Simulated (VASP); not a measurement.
# Mg7CdTe8 (P1) in VASP: a series of runs, part 3 of 3

VASP 6.6.1.

## Step 4: Single point, PBEsol

INCAR reads:

```
SYSTEM = Mg7CdTe8
ALGO     = Normal         ! electronic algorithm
EDIFF    = 1E-6           ! SCF threshold, eV
ENCUT    = 500            ! plane-wave cutoff, eV
GGA      = PS             ! functional
GGA_COMPAT= .FALSE.      
ISIF     = 2              ! what is computed and relaxed
ISMEAR   = -1             ! smearing method
ISYM     = -1           
KPAR     = 1            
LASPH    = .TRUE.         ! aspherical terms in the spheres
LCHARG   = .FALSE.        ! write CHGCAR
LREAL    = Auto         
LWAVE    = .FALSE.        ! write WAVECAR
NBANDS   = 276            ! bands
NELM     = 120            ! most SCF steps
PREC     = Accurate       ! precision mode
SIGMA    = 0.05           ! smearing width, eV
```

KPOINTS reads:

```
explicit points
1
Reciprocal
  0.25000000   0.25000000   0.25000000 1
```

POSCAR reads:

```
Mg7CdTe8
1.0
   13.6920050000      0.0000000000      0.0000000000
   -0.0000020000     15.8101650000      0.0000000000
    0.0000000000      0.0000000000     14.8510300000
Mg Cd Te
42 6 48
Direct
    0.1659010000      0.0819740000      0.2504240000
    0.1670290000      0.0838760000      0.7514360000
    0.9995800000      0.3300740000      0.2481540000
    0.9995220000      0.3347190000      0.7500590000
    0.4987910000      0.0849830000      0.7489250000
    0.3301700000      0.3337360000      0.2489540000
    0.3354100000      0.3318220000      0.7479350000
    0.1674240000      0.5834160000      0.2477990000
    0.9995640000      0.8354320000      0.2504630000
    0.9973430000      0.8319100000      0.7520690000
    0.8334360000      0.0836260000      0.2492210000
    0.8328050000      0.0820770000      0.7468700000
    0.6680090000      0.3308080000      0.2494990000
    0.6647900000      0.3332000000      0.7507690000
    0.4987120000      0.5819410000      0.2499750000
    0.5020190000      0.5823110000      0.7505150000
    0.3321370000      0.8334320000      0.2511860000
    0.3321800000      0.8325660000      0.7480340000
    0.8325970000      0.5810150000      0.2498670000
    0.8319370000      0.5836150000      0.7509690000
    0.6692070000      0.8342980000      0.2505140000
    0.6672170000      0.8326060000      0.7500400000
    0.9993190000      0.1683520000      0.5007830000
    0.9976790000      0.1669770000      0.9997230000
    0.3343520000      0.1660500000      0.5023650000
    0.3329870000      0.1681240000      0.0006920000
    0.1662890000      0.4175680000      0.4957980000
    0.1676160000      0.4162680000      0.9994500000
    0.9993300000      0.6672360000      0.4987880000
    0.0015780000      0.6680620000      0.0000160000
    0.6645710000      0.1656090000      0.0010380000
    0.4978320000      0.4169360000      0.5005500000
    0.4991900000      0.4137860000      0.0016750000
    0.3318600000      0.6660350000      0.4995540000
    0.3333690000      0.6666410000      0.9993890000
    0.1653570000      0.9160220000      0.5006020000
    0.1665290000      0.9168860000      0.9998290000
    0.8337500000      0.4159780000      0.5004640000
    0.8341290000      0.4155950000      0.9964710000
    0.6682900000      0.6661670000      0.5003970000
    0.8351940000      0.9175900000      0.4989810000
    0.8359300000      0.9157150000      0.0012480000
    0.4997380000      0.0862160000      0.2483800000
    0.1683720000      0.5836660000      0.7450450000
    0.6689440000      0.1657870000      0.4991600000
    0.6648690000      0.6671990000      0.9995210000
    0.4977360000      0.9184410000      0.4981040000
    0.4990990000      0.9169800000      0.0005040000
    0.0000840000      0.1676450000      0.1881240000
    0.0001860000      0.1669750000      0.6865060000
    0.3335220000      0.1650130000      0.1873170000
    0.3338040000      0.1664340000      0.6890530000
    0.1682100000      0.4147630000      0.1871080000
    0.1694210000      0.4191120000      0.6890550000
    0.9996960000      0.6673170000      0.1842770000
    0.0009000000      0.6658400000      0.6888880000
    0.6682050000      0.1656930000      0.1876790000
    0.6653000000      0.1669920000      0.6928080000
    0.5018780000      0.4166670000      0.1872460000
    0.5005100000      0.4161270000      0.6882050000
    0.3321890000      0.6665160000      0.1886700000
    0.3337870000      0.6655320000      0.6859800000
    0.1681040000      0.9174340000      0.1887920000
    0.1683680000      0.9162850000      0.6867860000
    0.8358380000      0.4175080000      0.1867650000
    0.8343940000      0.4177610000      0.6886530000
    0.6668050000      0.6658550000      0.1865390000
    0.6679210000      0.6678080000      0.6889550000
    0.5003940000      0.9154720000      0.1888860000
    0.5002380000      0.9166690000      0.6877170000
    0.8345130000      0.9168210000      0.1884100000
    0.8305580000      0.9162740000      0.6879530000
    0.1658460000      0.0833610000      0.4380260000
    0.1678790000      0.0822160000      0.9349340000
    0.0015870000      0.3341800000      0.4374020000
    0.9967190000      0.3332350000      0.9355180000
    0.5001950000      0.0827110000      0.4380560000
    0.5019750000      0.0845640000      0.9386050000
    0.3306520000      0.3350950000      0.4385610000
    0.3308570000      0.3322220000      0.9411520000
    0.1637110000      0.5847780000      0.4386320000
    0.1651460000      0.5816470000      0.9389560000
    0.0009850000      0.8361700000      0.4382640000
    0.0020260000      0.8333280000      0.9372040000
    0.8339660000      0.0837460000      0.4380680000
    0.8322730000      0.0837170000      0.9382970000
    0.6663630000      0.3332620000      0.4378970000
    0.6653990000      0.3312550000      0.9398250000
    0.4968200000      0.5848480000      0.4354950000
    0.5003430000      0.5834030000      0.9375700000
    0.3346850000      0.8334380000      0.4390070000
    0.3315540000      0.8340110000      0.9386280000
    0.8340860000      0.5827010000      0.4367400000
    0.8366760000      0.5813440000      0.9365010000
    0.6647320000      0.8353000000      0.4379910000
    0.6661880000      0.8328280000      0.9379090000
```

Potentials or basis: VASP PAW PBE potentials, release 64 (Mg, Cd, Te).

Launch:

```bash
$ cat potpaw_PBE.64/Mg/POTCAR potpaw_PBE.64/Cd/POTCAR potpaw_PBE.64/Te/POTCAR > POTCAR
$ mpirun -np 4 vasp_std > vasp.out
```

OUTCAR:

```text
SYSTEM = Mg7CdTe8
   EDIFF = 1E-6
   ENCUT = 500
   GGA = PS
   ISIF = 2
   ISMEAR = -1
   ISYM = -1
   LASPH = .TRUE.
   LREAL = Auto
   NELM = 120
   PREC = Accurate

 ion  position               nearest neighbor table
   1  0.166  0.082  0.250-  63 2.76  73 2.79  49 2.80  51 2.81
   2  0.167  0.084  0.751-  74 2.73  52 2.79  50 2.81  64 2.82
   3  1.000  0.330  0.248-  49 2.72  65 2.79  75 2.81  53 2.82
   4  1.000  0.335  0.750-  76 2.75  66 2.77  50 2.82  54 2.83
   5  0.499  0.085  0.749-  52 2.75  58 2.75  70 2.81  78 2.82
   6  0.330  0.334  0.249-  53 2.72  79 2.82  51 2.82  59 2.84
[... 88 lines left out ...]
  95  0.665  0.835  0.438-  47 2.78  21 2.78  41 2.82  40 2.83
  96  0.666  0.833  0.938-  46 2.77  22 2.79  48 2.81  42 2.83

IMPORTANT INFORMATION: All symmetrisations will be switched off!
NOSYMM: (Re-)initialisation of all symmetry stuff for point group C_1.

----------------------------------------------------------------------------------------

                                     Primitive cell

  volume of cell :    3214.8449

  direct lattice vectors                    reciprocal lattice vectors
    13.692005000  0.000000000  0.000000000     0.073035322  0.000000009  0.000000000
    -0.000002000 15.810165000  0.000000000     0.000000000  0.063250447  0.000000000
     0.000000000  0.000000000 14.851030000     0.000000000  0.000000000  0.067335397

  length of vectors
    13.692005000 15.810165000 14.851030000     0.073035322  0.063250447  0.067335397

  position of ions in fractional coordinates (direct lattice)
     0.165901000  0.081974000  0.250424000
     0.167029000  0.083876000  0.751436000
     0.999580000  0.330074000  0.248154000
     0.999522000  0.334719000  0.750059000
     0.498791000  0.084983000  0.748925000
     0.330170000  0.333736000  0.248954000
[... 88 lines left out ...]
     0.664732000  0.835300000  0.437991000
     0.666188000  0.832828000  0.937909000

  ion indices of the primitive-cell ions
   primitive index   ion index
                 1           1
[... 149 lines left out ...]
   LORBIT       =      0    0 simple, 1 ext, 2 COOP (PROOUT), +10 PAW based schemes
   GGA     = PS    functional components
   LHFCALC =     F    Hartree Fock is set to
   AEXX    =    0.0000 exact exchange contribution
   IVDW    =     0    specifies the selected vdW correction
   LEPSILON=     F    determine dielectric tensor
   LRPA    =     F    only Hartree local field effects (RPA)
 non-spin polarized calculation
  energy-cutoff  :      500.00
  volume of cell :     3214.84
 maximum number of plane-waves:     81620
 NGX is ok and might be reduce to   100
   NGX = 49   NGY = 57   NGZ = 55

 number of electron     444.0000001 magnetization

 Free energy of the ion-electron system (eV)
  ---------------------------------------------------
  ext. energy  EPLUGINS =         0.00000000
  ---------------------------------------------------
  free energy    TOTEN  =      -322.11218655 eV

  energy without entropy =     -322.11218655  energy(sigma->0) =     -322.11218655

 E-fermi :   3.1205     XC(G=0):  -8.1254

 val. band max:        1.8694529571   @ k =   0.2500   0.2500   0.2500
 cond. band min:       4.6240896061   @ k =   0.2500   0.2500   0.2500
 fundamental gap:      2.7546366490
 Fermi energy:         3.1205423667

 k-point     1 :       0.2500    0.2500    0.2500
  band No.  band energies     occupation
      1      -8.4611      2.00000
      2      -8.3569      2.00000
      3      -8.3096      2.00000
      4      -8.2846      2.00000
      5      -8.2170      2.00000
      6      -8.2077      2.00000
[... 226 lines left out ...]
    233       5.2942      0.00000
    234       5.3260      0.00000
 [bands above 234 left out]

------------------------ aborting loop because EDIFF is reached ----------------------------------------

  FORCE on cell =-STRESS in cart. coord.  units (eV):
  Direction    XX          YY          ZZ          XY          YZ          ZX
  --------------------------------------------------------------------------------------
  -------------------------------------------------------------------------------------
  Total        1.8547311      2.3745772      2.1334907     -1.5703197      0.4750710      0.7856477
  in kB        0.9243395      1.1834144      1.0632645     -0.7825978      0.2367604      0.3915421
  external PRESSURE =       1.0570061 kB  Pullay stress =       0.0000000 kB

 VOLUME and BASIS-vectors are now :
 -----------------------------------------------------------------------------
  energy-cutoff  :      500.00
  volume of cell :     3214.84
      direct lattice vectors                 reciprocal lattice vectors
    13.692005000  0.000000000  0.000000000     0.073035322  0.000000009  0.000000000
    -0.000002000 15.810165000  0.000000000     0.000000000  0.063250447  0.000000000
     0.000000000  0.000000000 14.851030000     0.000000000  0.000000000  0.067335397

 POSITION                                       TOTAL-FORCE (eV/Angst)
 -----------------------------------------------------------------------------------
      2.27152      1.29602      3.71905         0.049777      0.109073      0.027866
      2.28696      1.32609     11.15960        -0.072692     -0.102746     -0.274697
     13.68625      5.21852      3.68534         0.050844      0.325711      0.106837
     13.68546      5.29196     11.13915         0.145300     -0.019455     -0.162691
      6.82945      1.34360     11.12231         0.054586     -0.248007      0.138043
      4.52069      5.27642      3.69722         0.342544     -0.116104      0.050838
[... 88 lines left out ...]
      9.10151     13.20623      6.50462         0.306643     -0.196789      0.014063
      9.12145     13.16715     13.92891         0.193667      0.190868     -0.059760
 -----------------------------------------------------------------------------------
    total drift:                                0.025145      0.014218     -0.155561

  FREE ENERGIE OF THE ION-ELECTRON SYSTEM (eV)
  ---------------------------------------------------
  free  energy   TOTEN  =      -322.1121865462 eV

  energy  without entropy=     -322.1121865461  energy(sigma->0) =     -322.11218655
```

It took 6.6 min on 4 MPI ranks of Intel Xeon Platinum 8488C (Sapphire Rapids), shared host; peak memory 0.91 GiB.

Results:

```
Free energy            : -322.1122 eV
Pressure               : 0.1 GPa
Largest force          : 0.613 eV/Å
Band gap on the k mesh : 2.75 eV
```

Forces on the atoms (eV/Å):
```
Mg   0.050  0.109  0.028
Mg  -0.073 -0.103 -0.275
Mg   0.051  0.326  0.107
Mg   0.145 -0.019 -0.163
Mg   0.055 -0.248  0.138
Mg   0.343 -0.116  0.051
Mg  -0.124  0.138  0.240
Mg  -0.169 -0.046  0.072
Mg   0.124 -0.181 -0.064
Mg   0.153  0.118 -0.257
Mg   0.049 -0.038  0.052
Mg   0.058  0.092  0.196
Mg   0.054  0.191 -0.031
Mg   0.197  0.066  0.056
Mg   0.069  0.107 -0.158
Mg  -0.079  0.082 -0.048
Mg   0.124 -0.030 -0.007
Mg   0.123 -0.005  0.093
Mg   0.071  0.206 -0.132
Mg   0.137 -0.002 -0.065
Mg  -0.134 -0.139 -0.047
Mg  -0.167  0.096  0.034
Mg   0.084 -0.026 -0.111
Mg   0.147 -0.046 -0.102
Mg  -0.092  0.070 -0.178
Mg   0.044 -0.249 -0.077
Mg  -0.045  0.108  0.332
Mg  -0.258 -0.016 -0.018
Mg  -0.067  0.118  0.125
Mg  -0.061 -0.109 -0.167
Mg   0.190  0.012 -0.046
Mg   0.065  0.070 -0.119
Mg   0.006  0.172 -0.136
Mg  -0.030  0.062 -0.063
Mg  -0.066 -0.022  0.009
Mg   0.229  0.118 -0.042
Mg   0.035  0.059  0.056
Mg   0.015 -0.004 -0.008
Mg  -0.175  0.057  0.172
Mg  -0.150  0.073 -0.094
Mg  -0.208 -0.047  0.058
Mg  -0.128  0.058 -0.134
Cd   0.076 -0.305  0.096
Cd  -0.049  0.091  0.427
Cd  -0.171  0.062  0.276
Cd   0.272 -0.142 -0.068
Cd   0.121 -0.090  0.229
Cd   0.011  0.012  0.013
Te   0.027 -0.271 -0.104
Te   0.000  0.023  0.168
Te  -0.295  0.234  0.033
Te  -0.114  0.001 -0.040
Te  -0.266  0.143  0.021
Te  -0.101 -0.528 -0.295
Te  -0.027  0.034  0.404
Te  -0.275  0.145 -0.180
Te   0.080  0.068 -0.008
Te   0.101  0.007 -0.300
Te  -0.113 -0.161  0.190
Te  -0.001  0.054 -0.026
Te   0.109  0.050 -0.077
Te   0.328  0.138  0.064
Te  -0.131 -0.069 -0.092
Te  -0.275  0.037  0.158
Te  -0.113 -0.232 -0.058
Te  -0.187 -0.075 -0.039
Te  -0.027  0.050  0.329
Te  -0.083 -0.115 -0.118
Te   0.004  0.028  0.134
Te  -0.023  0.030  0.147
Te  -0.012  0.079 -0.012
Te   0.207 -0.046 -0.078
Te   0.052  0.031  0.070
Te  -0.118  0.148  0.382
Te  -0.168 -0.052 -0.070
Te   0.333 -0.085  0.174
Te  -0.070  0.332 -0.048
Te  -0.285  0.005 -0.125
Te   0.194 -0.236 -0.084
Te   0.173  0.069 -0.351
Te   0.112 -0.021 -0.203
Te   0.159  0.124 -0.123
Te  -0.098 -0.246 -0.065
Te  -0.093  0.030  0.115
Te   0.197 -0.070 -0.119
Te   0.000 -0.128 -0.085
Te  -0.048  0.138 -0.008
Te   0.021  0.095 -0.088
Te   0.253 -0.108  0.249
Te  -0.203 -0.262 -0.004
Te  -0.375 -0.127 -0.104
Te  -0.003 -0.133 -0.172
Te  -0.063  0.005  0.091
Te  -0.136  0.182  0.143
Te   0.307 -0.197  0.014
Te   0.194  0.191 -0.060
```

Caveat: the PAW data sets were made with another functional, which shifts forces and pressure a little; spin-orbit coupling is left out, which moves the levels of the heavy elements; a shifted mesh leaves out Γ, where band edges can lie. A k mesh can miss the band edges.

## Step 5: The runs side by side

```tsv
level	cell	cutoff (eV)	grid for exact exchange (PRECFOCK)	share of exact exchange	screening parameter	gap on the mesh (eV)	pressure (GPa)	largest force (eV/Å)
HSE06	a = 13.679, b = 15.809, c = 14.865 Å, 96 atoms, atomic positions A	400	Fast	0.25	0.2079 1/Å	3.63	0.4	0.16
PBEsol	a = 13.679, b = 15.809, c = 14.865 Å, 96 atoms, atomic positions A	500	-	-	-	2.74	0.0	0.03
PBEsol	a = 13.692, b = 15.810, c = 14.851 Å, 96 atoms, atomic positions B	500	-	-	-	2.75	0.1	0.61
```

Alike in all rows: task single point; potentials or basis VASP PAW PBE potentials, release 64 (Mg, Cd, Te); no spin polarisation; k mesh 1 × 1 × 1, shifted; smearing fermi-dirac 0.05 eV.

Caveats: the PAW data sets were made with another functional, which shifts forces and pressure a little; spin-orbit coupling is left out, which moves the levels of the heavy elements; a shifted mesh leaves out Γ, where band edges can lie.

Total energies depend on the potentials used, so only differences within one code and one set of settings carry meaning.
